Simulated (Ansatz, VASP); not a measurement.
Sb in VASP and in Ansatz

Contents of INCAR:

```
PREC = Accurate ; ENCUT = 520
EDIFF = 1E-6 ; ISMEAR = -1
SIGMA = 0.05 ; LREAL = F
LASPH = T ; NELM = 100
ALGO = Normal ; ISIF = 2
LWAVE = F ; LCHARG = T
GGA = CA ; LELF = T
LVHAR = T ; NBANDS = 8
```

KPOINTS

```
regular mesh
0
Gamma
  10 10 10
```

The input POSCAR:

```
Sb
1.0
    0.0000000000      2.3391947752      2.3391947752
    2.3391947752      0.0000000000      2.3391947752
    2.3391947752      2.3391947752      0.0000000000
Sb
1
Direct
    0.0000000000      0.0000000000      0.0000000000
```

Contents of input.yaml:

```yaml
crystal:
  lattice:
    - [0.0, 2.3391947752, 2.3391947752]
    - [2.3391947752, 0.0, 2.3391947752]
    - [2.3391947752, 2.3391947752, 0.0]
  atoms:
    - { symbol: Sb, position: [0.0, 0.0, 0.0] }
kpoints:
  mp_grid: { grid: [10, 10, 10] }
scf:
  occupations: { method: fermi_dirac, width: 0.05 }
hamiltonian:
  xc: lda
  pseudopotentials: { kind: all_electron, lapw: { basis_error: 0.001 } }
output:
  forces: true
  stress: true
  eigenvalues: true
```

Change from the starting cell: volume scaled by 0.96.

Alike in both runs: task single point; functional LDA; k mesh 10 × 10 × 10; occupations fermi-dirac, width 0.05 eV; no spin polarisation.

```csv
,VASP,Ansatz
version,VASP 6.6.1,Ansatz 0.2.0
potentials or method,"VASP PAW LDA potentials, release 64 (Sb), cutoff 520 eV","all-electron LAPW, scalar-relativistic"
```

|  | VASP | Ansatz | Ansatz less VASP |
| --- | --- | --- | --- |
| gap on the k mesh at the Fermi level (eV) | none | none | - |
| pressure (GPa) | 0.3 | 0.3 | -0.05 |

LDA's correlation is that of Perdew and Zunger in VASP and of Perdew and Wang (1992) in Ansatz. A gap of «none» marks a metal or a gap that the smearing closes. Ansatz ran all-electron here, and VASP with PAW potentials.

Neither program's run includes spin-orbit coupling.
